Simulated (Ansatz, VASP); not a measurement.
# HfN: VASP beside Ansatz

The input INCAR:

```
SYSTEM = HfN
PREC = Accurate
ENCUT = 520
EDIFF = 1E-6
ISMEAR = 0
SIGMA = 0.15
LREAL = .FALSE.
LASPH = .TRUE.
NELM = 80
ALGO = Normal
ISIF = 2
LWAVE = .FALSE.
LCHARG = .FALSE.
GGA = PE
NBANDS = 14
```

Contents of KPOINTS:

```
regular mesh
0
G
  18 18 18
  0 0 0
```

The input POSCAR:

```
HfN
1.0
    0.0000000000      2.0782800000      2.3493600000
    2.0782800000      0.0000000000      2.3493600000
    2.0782800000      2.0782800000      0.0000000000
Hf N
1 1
Direct
    0.0000000000      0.0000000000      0.0000000000
    0.5000000000      0.5000000000      0.5000000000
```

Input for Ansatz:

```yaml
crystal:
  lattice:
    - [0.0, 2.07828, 2.34936]
    - [2.07828, 0.0, 2.34936]
    - [2.07828, 2.07828, 0.0]
  atoms:
    - { symbol: Hf, position: [0.0, 0.0, 0.0] }
    - { symbol: "N", position: [0.5, 0.5, 0.5] }
basis:
  ecutwfc: 420
kpoints:
  mp_grid: { grid: [18, 18, 18] }
hamiltonian:
  xc: pbe
scf:
  occupations: { method: gaussian, width: 0.15 }
output:
  forces: true
  stress: true
  eigenvalues: true
```

Change from the starting cell: strain -0.080 along x and y, +0.040 along z, atoms carried along.

Alike in both runs: task single point; functional PBE; k mesh 18 × 18 × 18; occupations gaussian, width 0.15 eV; no spin polarisation.

```csv
,VASP,Ansatz
version,VASP 6.6.1,Ansatz 0.2.0
potentials or method,"VASP PAW PBE potentials, release 64 (Hf_pv, N), cutoff 520 eV","scalar-relativistic, plane waves, PAW"
valence electrons in the cell,15,31
```

|  | VASP | Ansatz | Ansatz less VASP |
| --- | --- | --- | --- |
| gap on the k mesh at the Fermi level (eV) | none | none | - |
| pressure (GPa) | 63.7 | 65.7 | +2.06 |
| traceless stress, the component that is largest in VASP (GPa) | -62.92 | -62.39 | +0.528 |

A gap of «none» marks a metal or a gap that the smearing closes. Both programs put the cell under a high pressure, so it lies far from rest at this level. With one functional, cell and mesh, what is left measures potentials, basis and numerics. VASP's potentials hold 15 valence electrons a cell and Ansatz's 31, so a difference there can come from the potentials and not from the codes.

Neither program's run includes spin-orbit coupling. Noted on VASP's run: the cell as given lies far from equilibrium.
